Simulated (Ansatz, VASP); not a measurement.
**CaSe in VASP and in Ansatz**

File INCAR:

```
ALGO = Normal
EDIFF = 1E-8
ENCUT = 520
GGA = CA
ISIF = 2
ISMEAR = -1
LASPH = True
LCHARG = False
LEFG = True
LREAL = False
LWAVE = False
NBANDS = 15
NELM = 80
PREC = Accurate
SIGMA = 0.03
```

The input KPOINTS:

```
k-points
0
Gamma
  9 9 9
```

The input POSCAR:

```
CaSe
1.0
    0.0000000000      3.0093246679      3.0093246679
    3.0093246679      0.0000000000      3.0093246679
    3.0093246679      3.0093246679      0.0000000000
Ca Se
1 1
Direct
    0.0000000000      0.0000000000      0.0000000000
    0.5000000000      0.5000000000      0.5000000000
```

Input for Ansatz:

```yaml
crystal:
  lattice:
    - [0.0, 3.0093246679, 3.0093246679]
    - [3.0093246679, 0.0, 3.0093246679]
    - [3.0093246679, 3.0093246679, 0.0]
  atoms:
    - { symbol: Ca, position: [0.0, 0.0, 0.0] }
    - { symbol: Se, position: [0.5, 0.5, 0.5] }
kpoints:
  mp_grid: { grid: [9, 9, 9] }
scf:
  occupations: { method: fermi_dirac, width: 0.03 }
hamiltonian:
  xc: lda
  pseudopotentials: { kind: all_electron, datasets: crystal }
output:
  forces: true
  stress: true
  eigenvalues: true
  efg: { contact_densities: true }
```

Change from the starting cell: volume scaled by 1.04, crystal datasets.

Alike in both runs: task electric field gradients; functional LDA; k mesh 9 × 9 × 9; occupations fermi-dirac, width 0.03 eV; no spin polarisation.

|  | VASP | Ansatz |
| --- | --- | --- |
| version | VASP 6.6.1 | Ansatz 0.2.0 |
| potentials or method | VASP PAW LDA potentials, release 64 (Ca_sv, Se), cutoff 520 eV | all-electron PAW with datasets made for the crystal, scalar-relativistic |

Ansatz gave:

* gap on the k mesh at the Fermi level (eV): 2.03
* pressure (GPa): -5.2

Task: Which values does VASP return?

Result: gap on the k mesh at the Fermi level (eV): 2.02; pressure (GPa): -5.0.

LDA's correlation is that of Perdew and Zunger in VASP and of Perdew and Wang (1992) in Ansatz. Ansatz ran all-electron here, and VASP with PAW potentials.
